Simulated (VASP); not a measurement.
Write the native input for VASP 6.6.1 that does the following.

```yaml
Task: single point
Functional: PBE
Potentials_or_basis: VASP PAW PBE potentials, release 64 (Pd)
Cutoff: 520 eV
k_mesh: 17 × 17 × 9
Occupations: fermi-dirac, width 0.1 eV
Spin: no spin polarisation
Dipole_correction: no
Further_INCAR_settings: ALGO = Normal; EDIFF = 1e-06; NBANDS = 17
```

The structure of Pd lies in POSCAR:

```
Pd
1.0
    2.6215762851      0.0000000000      0.0000000000
   -1.3107881426      2.2703516609      0.0000000000
    0.0000000000      0.0000000000      4.3550743585
Pd
2
Direct
    0.3333333333      0.6666666667      0.2500000000
    0.6666666667      0.3333333333      0.7500000000
```

This cell differs from its parent crystal: volume scaled by 0.84.

One way to write it, as run:

INCAR

```
PREC = Accurate
ENCUT = 520
EDIFF = 1E-6
ISMEAR = -1
SIGMA = 0.1
LREAL = False
LASPH = True
NELM = 100
ALGO = Normal
ISIF = 2
LWAVE = False
LCHARG = False
GGA = PE
NBANDS = 17
```

KPOINTS

```
Automatic mesh
0
Gamma
  17 17 9
```

Potentials or basis: VASP PAW PBE potentials, release 64 (Pd).

Run with:

```bash
$ cat potpaw_PBE.64/Pd/POTCAR > POTCAR
$ mpirun -np 1 vasp_std > vasp.out
```

Results of the run:

| Quantity | Value |
| --- | --- |
| Pressure | 45.5 GPa |
| Band gap on the k mesh | zero (band 10 reaches 12.40 eV, above the bottom of band 11 at 11.39 eV) |

Run time: 30 s on 1 thread of Intel Xeon 6975P-C, on a shared host, peak memory 0.18 GiB.
